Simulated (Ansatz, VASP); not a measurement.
**TiSi: VASP beside Ansatz**

```xyz
8
Lattice="3.6008 0.0000 0.0000 0.0000 7.5786 0.0000 0.0000 0.0000 4.1429" Properties=species:S:1:pos:R:3 pbc="T T T"
Ti    0.0000    3.8493    0.2103
Ti    1.8004    3.8493    2.2817
Ti    1.8004   -0.0600    2.2817
Ti    0.0000   -0.0600    0.2103
Si    0.0000    5.6839    2.2817
Si    0.0000    1.8946    2.2817
Si    1.8004    1.8946    0.2103
Si    1.8004    5.6839    0.2103
```

Change from the starting cell: mode 12 (228.4 1/cm) frozen in, largest displacement -0.060 Å.

Alike in both runs: task single point; functional PBEsol; k mesh 12 × 6 × 10; occupations gaussian, width 0.15 eV; no spin polarisation.

|  | VASP | Ansatz |
| --- | --- | --- |
| version | VASP 6.6.1 | Ansatz 0.2.0 |
| potentials or method | VASP PAW PBE potentials, release 64 (Ti_sv, Si), cutoff 520 eV | scalar-relativistic, plane waves, PAW |
| valence electrons in the cell | 64 | 64 |

|  | VASP | Ansatz | Ansatz less VASP |
| --- | --- | --- | --- |
| gap on the k mesh at the Fermi level (eV) | none | none | - |
| pressure (GPa) | 0.4 | 0.3 | -0.05 |
| traceless stress, the component that is largest in VASP (GPa) | -0.23 | -0.29 | -0.066 |
| rms of the force components (eV/Å) | 0.220 | 0.219 | -0.0006 |

VASP's potentials were made for PBE, not for PBEsol. Atom by atom the forces differ by 0.001 eV/Å (rms over components). A gap of «none» marks a metal or a gap that the smearing closes.
